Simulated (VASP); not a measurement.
**HfN: single point with PBE**

Crystal: HfN.

```
Hf N
1.0
     0.00000    2.27390    2.27390
     2.27390    0.00000    2.27390
     2.27390    2.27390    0.00000
Hf N
1 1
Cartesian
  0.0000 0.0000 0.0000
  2.2739 2.2739 2.2739
```

| Item | Value |
| --- | --- |
| Program | VASP 6.6.1 |
| Task | single point |
| Functional | PBE |
| Potentials or basis | VASP PAW PBE potentials, release 64 (Hf_pv, N) |
| Cutoff | 520 eV |
| k mesh | 16 × 16 × 16 |
| Occupations | gaussian, width 0.1 eV |
| Spin | no spin polarisation |
| Dipole correction | no |
| Further INCAR settings | ALGO = Normal; EDIFF = 1e-07; NBANDS = 14 |

```yaml
Pressure: -2.3 GPa
```

Levels at points of the mesh, in eV from the Fermi level:
```csv
k point,band 4,band 5,band 6,band 7,band 8,band 9,band 10,band 11,band 12,band 13
"(0.00, 0.00, 0.00)",-17.39,-3.00,-3.00,-3.00,-0.34,-0.34,-0.34,1.61,1.92,1.92
"(0.50, 0.00, 0.00)",-14.78,-8.77,-6.08,-6.08,3.19,3.60,3.60,4.32,8.60,8.60
"(0.50, 0.50, 0.00)",-16.31,-5.41,-3.72,-3.68,-3.68,3.99,5.36,5.37,5.37,7.75
```

It took 12 s on 1 thread of Intel(R) Xeon(R) 6975P-C (Granite Rapids) (shared host), peak memory 0.17 GiB.

Caveat: spin-orbit coupling is left out, which moves the levels of the heavy elements.
